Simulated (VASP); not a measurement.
C4N:

```xyz
5
Lattice="2.7048 0.0000 0.0000 -1.3524 2.3424 0.0000 0.0000 0.0000 8.6973" Properties=species:S:1:pos:R:3 pbc="T T T"
C     0.0000    1.5616    7.5306
C     0.0000    1.5616    3.2771
C     1.3524    0.7808    1.1667
C     1.3524    0.7808    5.4202
N     0.0000    0.0000    0.0000
```

* Program: VASP 6.6.1
* Task: relaxation of cell and atoms
* Functional: PBE
* Potentials or basis: VASP PAW PBE potentials, release 64 (C, N)
* Cutoff: 600 eV
* k mesh: 6 × 6 × 2
* Occupations: gaussian, width 0.1 eV
* Spin: no spin polarisation

At the start: pressure -29.6 GPa; volume 11.02 Å³/atom.

Question: How do energy, volume and symmetry change on relaxing?

Answer: Over 50 steps the energy falls by 3385.1 meV/atom and the volume is 10.65 Å³/atom (-3.3 %); space group P6/mmm (No. 191, to 0.05 Å).

The path:
```csv
step,energy change (eV),largest force (eV/Å),pressure (GPa),volume (Å³)
1,0.0000,1.9339,-29.63,55.10
3,-2.0472,2.1486,-4.85,40.37
5,-3.8620,3.1747,22.66,28.62
7,-2.0019,7.5254,72.19,27.09
9,-2.3996,9.8098,104.32,24.22
11,-2.7229,7.8863,154.78,22.15
13,-2.8776,6.7118,175.23,21.48
15,-2.8803,6.4365,182.37,21.27
17,-3.3018,6.0051,172.50,21.49
19,-4.9147,4.0823,135.06,22.48
21,-8.8299,4.5512,44.47,26.72
23,-10.4113,5.1196,-9.22,31.89
25,-13.0635,1.9597,-10.57,33.56
27,-13.7731,0.7968,-13.37,34.76
29,-13.7050,1.0726,95.35,30.64
31,-14.7591,1.1715,36.15,32.46
33,-15.5593,0.5921,36.87,35.68
35,-16.4842,1.3517,21.12,43.33
37,-16.7462,1.5118,-0.62,48.83
39,-16.8934,0.0524,-0.67,49.68
41,-16.8982,0.1093,0.71,49.65
43,-16.9028,0.0640,1.47,49.83
45,-16.9125,0.3918,-0.23,51.89
47,-16.9164,0.2591,0.09,51.64
49,-16.9246,0.0977,-0.42,53.77
50,-16.9253,0.0210,-0.32,53.27
```

Final structure:
```
C N
1.0
     2.43529    0.00000    0.00000
    -1.21764    2.10902    0.00000
     0.00000    0.00000   10.37099
C N
4 1
Direct
  0.33333 0.66667 0.68900
  0.33333 0.66667 0.31093
  0.66667 0.33333 0.31100
  0.66667 0.33333 0.68907
  0.00000 0.00000 0.00000
```

Caveat: the k points lie up to 0.50 Å⁻¹ apart in the final cell; this functional lacks dispersion, which binds the layers, so the pressure and a relaxed spacing across them are unreliable.
